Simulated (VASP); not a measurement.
V, 2 atoms in the cell. The typed cell holds 2 atoms: a = 4.630 Å, b = 4.630 Å, c = 2.778 Å, α = 96.74°, β = 96.74°, γ = 149.25°. 

```yaml
Program: VASP 6.6.1
Task: single point
Functional: PBE
Potentials_or_basis: VASP PAW PBE potentials, release 64 (V_sv)
Cutoff: 500 eV
k_mesh: 24 × 24 × 21
Occupations: fermi-dirac, width 0.1 eV
Spin: no spin polarisation
Dipole_correction: no
Further_INCAR_settings: ALGO = Normal; EDIFF = 1e-06; NBANDS = 20
```

Potentials or basis: VASP PAW PBE potentials, release 64 (V_sv).

Run with:

```console
$ cat potpaw_PBE.64/V_sv/POTCAR > POTCAR
$ mpirun -np 4 vasp_std > vasp.out
```

Hardware: 4 MPI ranks on Intel(R) Xeon(R) Platinum 8559C (Emerald Rapids), with other jobs on the host.

Question: Estimate the wall time of this run.

Answer: Run time: 4 min on 4 MPI ranks on Intel(R) Xeon(R) Platinum 8559C (Emerald Rapids), on a shared host, peak memory 1.2 GiB a rank. Counts: scf iterations 12, k points 3157.
